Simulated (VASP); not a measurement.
# Be2Co (Fmmm) in VASP: a series of runs

Be2Co is run at these levels: LDA, PBE; tasks: single point.

Program: VASP 6.6.1. These are calculated values, not measurements. Logs are shortened: lines on timing, memory, paths and dates and some standing lists are left out, and cuts for length are marked.

## (1) The cell of the first run

The structure is orthorhombic, space group Fmmm (No. 69). Conventional cell: a = 2.677 Å, b = 3.839 Å, c = 10.665 Å, α = 90.00°, β = 90.00°, γ = 90.00°. Within 2.9 Å of Be (site symmetry mm2) lie 4 Co at 2.20 to 2.60 Å and 10 Be at 2.27 to 2.68 Å. Within 2.9 Å of Co (site symmetry mmm) lie 8 Be at 2.20 to 2.60 Å and 6 Co at 2.34 to 2.68 Å.

## (2) Single point, LDA, collinear spin, ferromagnetic start

Input file INCAR:

```
SYSTEM = Be2Co
ALGO     = Fast           ! electronic algorithm
EDIFF    = 1E-6           ! SCF threshold, eV
ENCUT    = 520            ! plane-wave cutoff, eV
ISIF     = 2              ! what is computed and relaxed
ISMEAR   = 0              ! smearing method
ISPIN    = 2              ! spin polarisation
ISYM     = 0            
LASPH    = .True.         ! aspherical terms in the spheres
LCHARG   = .True.         ! write CHGCAR
LELF     = .True.         ! ELF
LMAXMIX  = 4              ! l up to which the mixer works
LORBIT   = 11             ! projections on sites
LREAL    = .False.        ! projectors in reciprocal space
LVHAR    = .True.       
LWAVE    = .False.        ! write WAVECAR
MAGMOM   = 0 0 1.19       ! initial moments
NBANDS   = 18             ! bands
NELM     = 150            ! most SCF steps
PREC     = Accurate       ! precision mode
SIGMA    = 0.1            ! smearing width, eV
```

Input file KPOINTS:

```
k-points
0
Gamma
  2 5 3
  0 0 0
```

Input file POSCAR:

```
Be2Co
1.0
    0.0000000000      1.9194920000      5.3325430000
    1.3384940000      0.0000000000      5.3325430000
    1.3384940000      1.9194920000      0.0000000000
Be Co
2 1
Direct
    0.3360580000      0.3360580000      0.6639420000
    0.6639420000      0.6639420000      0.3360580000
    0.0000000000      0.0000000000      0.0000000000
```

Potentials or basis: VASP PAW LDA potentials, release 64 (Be, Co).

On the command line:

```bash
$ cat potpaw_LDA.64/Be/POTCAR potpaw_LDA.64/Co/POTCAR > POTCAR
$ mpirun -np 1 vasp_std > vasp.out
```

OUTCAR:

```text
SYSTEM = Be2Co
   EDIFF = 1E-6
   ENCUT = 520
   ISIF = 2
   ISMEAR = 0
   ISPIN = 2
   ISYM = 0
   LASPH = .True.
   LORBIT = 11
   LREAL = .False.
   NELM = 150
   PREC = Accurate

 ion  position               nearest neighbor table
   1  0.336  0.336  0.664-   3 2.20   3 2.20   2 2.27   2 2.27   3 2.60   3 2.60
   2  0.664  0.664  0.336-   3 2.20   3 2.20   1 2.27   1 2.27   3 2.60   3 2.60
   3  0.000  0.000  0.000-   2 2.20   2 2.20   1 2.20   1 2.20   1 2.60   2 2.60   2 2.60   1 2.60

IMPORTANT INFORMATION: All symmetrisations will be switched off!
NOSYMM: (Re-)initialisation of all symmetry stuff for point group C_1.

----------------------------------------------------------------------------------------

                                     Primitive cell

  volume of cell :      27.4010

  direct lattice vectors                    reciprocal lattice vectors
     0.000000000  1.919492000  5.332543000    -0.373554159  0.260485587  0.093763895
     1.338494000  0.000000000  5.332543000     0.373554159 -0.260485587  0.093763895
     1.338494000  1.919492000  0.000000000     0.373554159  0.260485587 -0.093763895

  length of vectors
     5.667491895  5.497961535  2.340088829     0.464959265  0.464959265  0.464959265

  position of ions in fractional coordinates (direct lattice)
     0.336058000  0.336058000  0.663942000
     0.663942000  0.663942000  0.336058000
     0.000000000  0.000000000  0.000000000

  ion indices of the primitive-cell ions
   primitive index   ion index
                 1           1
                 2           2
                 3           3

----------------------------------------------------------------------------------------

 KPOINTS: k-points

Automatic generation of k-mesh.
 Grid dimensions read from file:
 generate k-points for:    2    5    3

 Generating k-lattice:

  Cartesian coordinates                     Fractional coordinates (reciprocal lattice)
    -0.186777079  0.130242793  0.046881947     0.500000000  0.000000000  0.000000000
     0.074710832 -0.052097117  0.018752779     0.000000000  0.200000000 -0.000000000
     0.124518053  0.086828529 -0.031254632     0.000000000  0.000000000  0.333333333

  Length of vectors
     0.232479633  0.092991853  0.154986422

  Shift w.r.t. Gamma in fractional coordinates (k-lattice)
     0.000000000  0.000000000  0.000000000

 -----------------------------------------------------------------------------
|                                                                             |
|           W    W    AA    RRRRR   N    N  II  N    N   GGGG   !!!           |
|           W    W   A  A   R    R  NN   N  II  NN   N  G    G  !!!           |
|           W    W  A    A  R    R  N N  N  II  N N  N  G       !!!           |
[... 92 lines left out ...]
  energy-cutoff  :      520.00
  volume of cell :       27.40
 maximum number of plane-waves:       745
   NGX = 21   NGY = 21   NGZ =  9

 number of electron      13.0000002 magnetization       1.2655258

 Free energy of the ion-electron system (eV)
  ---------------------------------------------------
  ext. energy  EPLUGINS =         0.00000000
  ---------------------------------------------------
  free energy    TOTEN  =       -16.46647656 eV

  energy without entropy =      -16.45571449  energy(sigma->0) =      -16.46109552

 E-fermi :   7.7680     XC(G=0): -11.7236

 val. band max:        7.7318990042   @ k =   0.0000   0.4000  -0.0000
 cond. band min:       7.7966894225   @ k =  -0.0000  -0.0000   0.3333
 fundamental gap:      0.0647904183
 Fermi energy:         7.7679525391

 spin component 1

 k-point     1 :       0.0000    0.0000    0.0000
  band No.  band energies     occupation
      1      -2.3691      1.00000
      2       1.2921      1.00000
      3       2.4248      1.00000
      4       4.4492      1.00000
      5       4.9929      1.00000
      6       6.3454      1.00000
[... 312 lines left out ...]
      4       4.7944      1.00000
      5       5.0730      1.00000
      6       5.9645      1.00000
[... 10 lines left out ...]
     17      28.4544      0.00000
     18      29.4730      0.00000
 Fermi energy:         7.7679525391

 spin component 2

 k-point     1 :       0.0000    0.0000    0.0000
  band No.  band energies     occupation
      1      -2.2638      1.00000
      2       1.5165      1.00000
      3       2.4696      1.00000
      4       5.5581      1.00000
      5       5.7683      1.00000
      6       7.5360      0.99948
[... 313 lines left out ...]
      5       5.7869      1.00000
      6       6.4003      1.00000
[... 10 lines left out ...]
     17      28.6134      0.00000
     18      29.6456      0.00000

------------------------ aborting loop because EDIFF is reached ----------------------------------------

  FORCE on cell =-STRESS in cart. coord.  units (eV):
  Direction    XX          YY          ZZ          XY          YZ          ZX
  --------------------------------------------------------------------------------------
  -------------------------------------------------------------------------------------
  Total       -1.4780388     -1.4636627     -1.4391287     -0.1654813     -0.1610077      0.0514654
  in kB      -86.4229956    -85.5824055    -84.1478702     -9.6759246     -9.4143461      3.0092543
  external PRESSURE =     -85.3844237 kB  Pullay stress =       0.0000000 kB

 VOLUME and BASIS-vectors are now :
 -----------------------------------------------------------------------------
  energy-cutoff  :      520.00
  volume of cell :       27.40
      direct lattice vectors                 reciprocal lattice vectors
     0.000000000  1.919492000  5.332543000    -0.373554159  0.260485587  0.093763895
     1.338494000  0.000000000  5.332543000     0.373554159 -0.260485587  0.093763895
     1.338494000  1.919492000  0.000000000     0.373554159  0.260485587 -0.093763895

 POSITION                                       TOTAL-FORCE (eV/Angst)
 -----------------------------------------------------------------------------------
      1.33849      1.91949      3.58409         0.027146      0.035455      0.336473
      1.33849      1.91949      7.08100        -0.027146     -0.035459     -0.336473
      0.00000      0.00000      0.00000         0.000000      0.000003      0.000000
 -----------------------------------------------------------------------------------
    total drift:                                0.000001      0.000005      0.000000

  FREE ENERGIE OF THE ION-ELECTRON SYSTEM (eV)
  ---------------------------------------------------
  free  energy   TOTEN  =       -16.4664765586 eV

  energy  without entropy=      -16.4557144904  energy(sigma->0) =      -16.46109552

 total charge

# of ion       s       p       d       tot
------------------------------------------
    1        0.401   0.651   0.000   1.052
    2        0.401   0.651   0.000   1.052
    3        0.510   0.628   7.393   8.532
--------------------------------------------------
tot          1.311   1.931   7.393  10.636

 magnetization (x)

# of ion       s       p       d       tot
------------------------------------------
    1        0.000   0.006   0.000   0.006
    2        0.000   0.006   0.000   0.006
    3        0.002   0.003   1.202   1.208
--------------------------------------------------
tot          0.002   0.015   1.202   1.220
```

It took 61 s on 1 thread of AMD EPYC 7R13 (Zen 3), shared host; peak memory 0.14 GiB.

Results:

```yaml
Free_energy: -16.4665 eV
Pressure: -8.5 GPa
Largest_force: 0.339 eV/Å
Net_moment: 1.27 μB per cell
Site_moments: Be +0.01; Co +1.21 μB
Valence_electrons_inside_the_program's_atomic_spheres: Be 1.05; Co 8.53
```

Forces on the atoms (eV/Å):
```
Be   0.027  0.035  0.336
Be  -0.027 -0.035 -0.336
Co   0.000  0.000  0.000
```

Stress tensor (GPa, compression positive):
```
-8.64 -0.97  0.30
-0.97 -8.56 -0.94
 0.30 -0.94 -8.41
```

Levels at points of the mesh, in eV from the Fermi level:
Spin up:
| k point | band 5 | band 6 | band 7 | band 8 | band 9 | band 10 |
| --- | --- | --- | --- | --- | --- | --- |
| (0.00, 0.00, 0.00) | -2.78 | -1.42 | -1.20 | -0.93 | 8.76 | 11.28 |
| (0.50, 0.00, 0.00) | -1.71 | -1.24 | -0.80 | -0.25 | 3.87 | 4.37 |
Spin down:
```csv
k point,band 2,band 3,band 4,band 5,band 6,band 7,band 8,band 9,band 10,band 11
"(0.00, 0.00, 0.00)",-6.25,-5.30,-2.21,-2.00,-0.23,-0.14,0.35,8.84,11.62,12.15
"(0.50, 0.00, 0.00)",-3.83,-3.56,-3.00,-1.62,-0.07,0.31,0.73,4.39,4.49,7.44
```

Caveat: the k points lie up to 1.46 Å⁻¹ apart.

## (3) Single point, PBE, collinear spin, ferromagnetic start

Input file INCAR:

```
  PREC = Accurate
  ENCUT = 520
  EDIFF = 1E-6
  ISMEAR = 0
  SIGMA = 0.1
  LREAL = F
  LASPH = T
  NELM = 150
  ALGO = Fast
  ISIF = 2
  LWAVE = F
  LCHARG = F
  ISPIN = 2
  MAGMOM = 0 0 1.19
  LORBIT = 11
  LMAXMIX = 4
  GGA = PE
  NBANDS = 18
```

Input file KPOINTS:

```
Automatic mesh
0
Gamma
  4 4 4
```

POSCAR is that of step 2.

Potentials or basis: VASP PAW PBE potentials, release 64 (Be, Co).

On the command line:

```bash
$ cat potpaw_PBE.64/Be/POTCAR potpaw_PBE.64/Co/POTCAR > POTCAR
$ mpirun -np 1 vasp_std > vasp.out
```

It took 47 s on 1 thread of AMD EPYC 7R13 (Zen 3), shared host; peak memory 0.17 GiB.

Results (log left out):

```
Free energy                                           : -14.7307 eV
Pressure                                              : -2.9 GPa
Largest force                                         : 0.069 eV/Å
Net moment                                            : 0.47 μB per cell
Site moments                                          : Be -0.01; Co +0.51 μB
Valence electrons inside the program's atomic spheres : Be 1.05; Co 8.52
```

Forces in eV/Å, atoms in the order of the input:
```
Be   0.000  0.000  0.069
Be   0.000  0.000 -0.069
Co   0.000  0.000  0.000
```

Stress tensor (GPa, compression positive):
```
-5.21  0.00  0.00
 0.00 -3.88  0.00
 0.00  0.00  0.48
```

Levels at points of the mesh, in eV from the Fermi level:
Spin up:
```csv
k point,band 4,band 5,band 6,band 7,band 8,band 9,band 10,band 11
"(0.00, 0.00, 0.00)",-2.71,-2.39,-0.89,-0.78,-0.66,8.91,11.53,12.38
"(0.50, 0.00, 0.00)",-3.35,-1.58,-0.88,-0.35,0.16,4.10,4.51,7.23
"(0.50, 0.50, 0.00)",-2.71,-1.67,-0.92,-0.77,-0.66,5.08,11.79,14.40
"(0.50, 0.00, 0.50)",-1.83,-1.67,0.68,1.93,3.31,4.55,4.57,6.05
"(0.00, 0.50, 0.50)",-1.49,-0.76,-0.54,0.68,1.23,5.00,5.55,6.22
```
Spin down:
```csv
k point,band 3,band 4,band 5,band 6,band 7,band 8,band 9,band 10
"(0.00, 0.00, 0.00)",-5.35,-2.41,-2.14,-0.38,-0.28,0.35,8.89,11.60
"(0.50, 0.00, 0.00)",-3.57,-3.13,-1.62,-0.11,0.22,0.50,4.27,4.49
"(0.50, 0.50, 0.00)",-3.24,-2.41,-1.70,-0.37,-0.33,0.35,5.20,11.76
"(0.50, 0.00, 0.50)",-3.19,-1.48,-1.34,1.06,1.97,3.60,4.54,4.57
"(0.00, 0.50, 0.50)",-1.42,-1.12,-0.79,-0.09,1.06,1.20,4.97,5.69
```

Caveat: the k points lie up to 0.73 Å⁻¹ apart.
